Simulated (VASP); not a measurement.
Wanted: the native input for a VASP 6.6.1 run.

```
Task                   : single point
Functional             : PBEsol
Potentials or basis    : VASP PAW PBE potentials, release 64 (Ta_pv, N)
Cutoff                 : 520 eV
k mesh                 : 18 × 18 × 10
Occupations            : gaussian, width 0.15 eV
Spin                   : no spin polarisation
Dipole correction      : no
Further INCAR settings : ALGO = Normal; EDIFF = 1e-06; NBANDS = 24
```

The structure of TaN lies in POSCAR:

```
TaN
1.0
    3.0957511069      0.0000000000      0.0000000000
   -1.5478755535      2.6809991023      0.0000000000
    0.0000000000      0.0000000000      4.7918000000
Ta N
2 2
Direct
    0.3333333333      0.6666666667      0.0000000000
    0.6666666667      0.3333333333      0.5000000000
    0.3333333333      0.6666666667      0.3850000000
    0.6666666667      0.3333333333      0.8850000000
```

This cell differs from its parent crystal: strain +0.015 along x and y, -0.030 along z.

The input as run:

INCAR

```
SYSTEM = TaN
ALGO = Normal
EDIFF = 1E-6
ENCUT = 520
GGA = PS
ISIF = 2
ISMEAR = 0
LASPH = .TRUE.
LCHARG = .TRUE.
LELF = .TRUE.
LREAL = .FALSE.
LVHAR = .TRUE.
LWAVE = .FALSE.
NBANDS = 24
NELM = 80
PREC = Accurate
SIGMA = 0.15
```

KPOINTS

```
k-points
0
G
  18 18 10
  0 0 0
```

Potentials or basis: VASP PAW PBE potentials, release 64 (Ta_pv, N).

Run with:

```sh
$ cat potpaw_PBE.64/Ta_pv/POTCAR potpaw_PBE.64/N/POTCAR > POTCAR
$ mpirun -np 1 vasp_std > vasp.out
```

Results of the run:

```yaml
Pressure: 128.1 GPa
Largest_force: 0.153 eV/Å
Band_gap_on_the_k_mesh: zero (band 16 reaches 10.80 eV, above the bottom of band 17 at 8.00 eV)
```

Caveat: the cell differs from its parent crystal (strain +0.015 along x and y, -0.030 along z); the PAW data sets were made with another functional, which shifts forces and pressure a little; spin-orbit coupling is left out, which moves the levels of the heavy elements.

Wall time 110 s on 1 thread of AMD EPYC 9R45 96-Core Processor (Zen 5), with other jobs on the host, peak memory 0.26 GiB.
